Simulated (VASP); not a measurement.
# BN: single point with PBE

Crystal: BN.

```xyz
4
Lattice="2.5545 0.0000 0.0000 -1.2773 2.2123 0.0000 0.0000 0.0000 4.2245" Properties=species:S:1:pos:R:3 pbc="T T T"
B     1.2773    0.7374    0.0008
B     0.0000    1.4748    2.1131
N     1.2773    0.7374    1.5834
N     0.0000    1.4748    3.6957
```

| Property | Result |
| --- | --- |
| Program | VASP 6.6.1 |
| Task | single point |
| Functional | PBE |
| Potentials or basis | VASP PAW PBE potentials, release 64 (B, N) |
| Cutoff | 520 eV |
| k mesh | 12 × 12 × 6 |
| Occupations | fermi-dirac, width 0.02 eV |
| Spin | no spin polarisation |
| Dipole correction | no |
| Further INCAR settings | ALGO = Normal; EDIFF = 1e-06; NBANDS = 16 |

| Quantity | Value |
| --- | --- |
| Pressure | 0.2 GPa |
| Band gap on the k mesh | 5.21 eV, indirect (least direct gap 8.24 eV) |

Forces in eV/Å, atoms in the order of the input:
```
B    0.000  0.000  0.002
B    0.000  0.000  0.002
N    0.000  0.000 -0.002
N    0.000  0.000 -0.002
```

Levels at points of the mesh, in eV from the valence-band top:
```csv
k point,band 5,band 6,band 7,band 8,band 9,band 10,band 11,band 12
"(0.00, 0.00, 0.00)",-2.10,-0.26,0.00,0.00,8.33,8.33,8.55,9.41
"(0.50, 0.00, 0.00)",-6.85,-4.93,-4.36,-2.09,6.68,7.94,10.56,11.39
"(0.00, 0.00, 0.50)",-1.16,-1.16,-1.16,-1.16,9.40,9.40,9.88,9.88
"(0.50, 0.00, 0.50)",-3.73,-3.73,-3.53,-3.53,6.56,6.56,9.97,9.97
```

Wall time 32 s on 1 thread of AMD EPYC 7R43 64-Core Processor (Zen 3), with other jobs on the host, peak memory 0.11 GiB.

A k mesh can miss the band edges. As with any semilocal functional, this PBE gap is likely too small.
